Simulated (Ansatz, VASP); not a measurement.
# Al: VASP beside Ansatz

```
CELL_PARAMETERS angstrom
2.83628 0.00000 0.00000
-1.41814 2.45629 0.00000
0.00000 0.00000 9.32215
ATOMIC_POSITIONS crystal
Al 0.00000 0.00000 0.05364
Al 0.33333 0.66667 0.25000
Al 0.00000 0.00000 0.50000
Al 0.66667 0.33333 0.75000
```

Alike in both runs: task single point; functional PBEsol; k mesh 18 × 18 × 6; occupations gaussian, width 0.15 eV; no spin polarisation.

|  | VASP | Ansatz |
| --- | --- | --- |
| version | VASP 6.6.1 | Ansatz 0.2.0 |
| potentials or method | VASP PAW PBE potentials, release 64 (Al), cutoff 520 eV | scalar-relativistic, plane waves, PAW |
| valence electrons in the cell | 12 | 12 |

|  | VASP | Ansatz | Ansatz less VASP |
| --- | --- | --- | --- |
| gap on the k mesh at the Fermi level (eV) | none | none | - |
| pressure (GPa) | 5.7 | 5.6 | -0.08 |
| traceless stress, the component that is largest in VASP (GPa) | 3.28 | 3.27 | -0.016 |
| rms of the force components (eV/Å) | 1.270 | 1.263 | -0.0067 |

VASP's potentials were made for PBE, not for PBEsol. Atom by atom the forces differ by 0.007 eV/Å (rms over components). A gap of «none» marks a metal or a gap that the smearing closes.
